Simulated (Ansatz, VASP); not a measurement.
## Si2W: VASP beside Ansatz

Contents of INCAR:

```
SYSTEM = Si2W
PREC = Accurate
ENCUT = 520
EDIFF = 1E-6
ISMEAR = 0
SIGMA = 0.03
LREAL = .FALSE.
LASPH = .TRUE.
NELM = 100
ALGO = Normal
ISIF = 2
LWAVE = .FALSE.
LCHARG = .FALSE.
GGA = PE
NBANDS = 43
```

File KPOINTS:

```
Automatic mesh
0
G
  9 9 6
  0 0 0
```

POSCAR

```
Si2W
1.0
    4.6907127290      0.0000000000      0.0000000000
   -2.3453563645      4.0622763851      0.0000000000
    0.0000000000      0.0000000000      6.4323743652
Si W
6 3
Direct
    0.8175753463      0.6351506926      0.5000000000
    0.1824246537      0.8175753463      0.8333333333
    0.6351506926      0.8175753463      0.1666666667
    0.1824246537      0.3648493074      0.5000000000
    0.8175753463      0.1824246537      0.8333333333
    0.3648493074      0.1824246537      0.1666666667
    0.0000000000      0.5000000000      0.1666666667
    0.5000000000      0.5000000000      0.8333333333
    0.5000000000      0.0000000000      0.5000000000
```

Input for Ansatz:

```yaml
crystal:
  lattice:
    - [4.690712729, 0.0, 0.0]
    - [-2.3453563645, 4.0622763851, 0.0]
    - [0.0, 0.0, 6.4323743652]
  atoms:
    - { symbol: Si, position: [0.8175753463, 0.6351506926, 0.5] }
    - { symbol: Si, position: [0.1824246537, 0.8175753463, 0.8333333333] }
    - { symbol: Si, position: [0.6351506926, 0.8175753463, 0.1666666667] }
    - { symbol: Si, position: [0.1824246537, 0.3648493074, 0.5] }
    - { symbol: Si, position: [0.8175753463, 0.1824246537, 0.8333333333] }
    - { symbol: Si, position: [0.3648493074, 0.1824246537, 0.1666666667] }
    - { symbol: W, position: [0.0, 0.5, 0.1666666667] }
    - { symbol: W, position: [0.5, 0.5, 0.8333333333] }
    - { symbol: W, position: [0.5, 0.0, 0.5] }
basis:
  ecutwfc: 420
kpoints:
  mp_grid: { grid: [9, 9, 6] }
hamiltonian:
  xc: pbe
  pseudopotentials: { kind: paw, azcp: { folder: soft_1 } }
scf:
  occupations: { method: gaussian, width: 0.03 }
output:
  forces: true
  stress: true
  eigenvalues: true
```

Alike in both runs: task single point; functional PBE; k mesh 9 × 9 × 6; occupations gaussian, width 0.03 eV; no spin polarisation.

```csv
,VASP,Ansatz
version,VASP 6.6.1,Ansatz 0.2.0
potentials or method,"VASP PAW PBE potentials, release 64 (Si, W_sv), cutoff 520 eV","scalar-relativistic, plane waves, PAW"
valence electrons in the cell,66,66
```

```csv
,VASP,Ansatz,Ansatz less VASP
gap on the k mesh at the Fermi level (eV),0.26,0.26,+0.001
least direct gap on the mesh (eV),0.44,0.44,+0.001
pressure (GPa),5.5,5.5,-0.04
"traceless stress, the component that is largest in VASP (GPa)",9.28,9.27,-0.015
rms of the force components (eV/Å),0.991,0.990,-0.0012
```

Atom by atom the forces differ by 0.001 eV/Å (rms over components).

Spin-orbit coupling is off throughout.
